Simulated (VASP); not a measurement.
Sc2TaF3, 6 atoms in the cell. The structure is tetragonal, space group P4/mmm (No. 123). Conventional cell: a = 4.545 Å, b = 4.545 Å, c = 5.153 Å, α = 90.00°, β = 90.00°, γ = 90.00°. Sc (site symmetry 4/mmm) has 4 F at 2.27 Å and 2 Ta at 2.58 Å within 3.0 Å. Within 3.5 Å of Sc (site symmetry 4/mmm) lie 10 F at 2.58 to 3.44 Å and 4 Ta at 3.21 Å. Ta (site symmetry 4/mmm) has 6 Sc at 2.58 to 3.21 Å and 8 F at 3.44 Å within 3.5 Å. F (site symmetry mmm) has 2 Sc at 2.27 Å and 2 F at 2.27 Å within 3.0 Å. Within 3.0 Å of F (site symmetry 4/mmm) lie 4 F at 2.27 Å and 2 Sc at 2.58 Å. The cell was built from a structure type or drawn by symmetry, and may not be a known phase.

```yaml
Program: VASP 6.6.1
Task: single point
Functional: PBE
Potentials_or_basis: VASP PAW PBE potentials, release 64 (Sc_sv, Ta_pv, F)
Cutoff: 520 eV
k_mesh: 4 × 4 × 4
Occupations: gaussian, width 0.1 eV
Spin: collinear spin
Starting_moments: "[0.0, 0.0, 1.0, 0.0, 0.0, 0.0] μB"
Dipole_correction: no
Further_INCAR_settings: ALGO = Normal; EDIFF = 1e-07; NBANDS = 40
```

Potentials or basis: VASP PAW PBE potentials, release 64 (Sc_sv, Ta_pv, F).

Launch:

```bash
$ cat potpaw_PBE.64/Sc_sv/POTCAR potpaw_PBE.64/Ta_pv/POTCAR potpaw_PBE.64/F/POTCAR > POTCAR
$ mpirun -np 1 vasp_std > vasp.out
```

Hardware: 1 thread of Intel(R) Xeon(R) Platinum 8375C CPU @ 2.90GHz (Ice Lake), with other jobs on the host.

Estimate the wall time of this run.

Wall time 3.2 min on 1 thread of Intel(R) Xeon(R) Platinum 8375C CPU @ 2.90GHz (Ice Lake) (shared host), peak memory 0.32 GiB. Counts: scf iterations 17, k points 18.
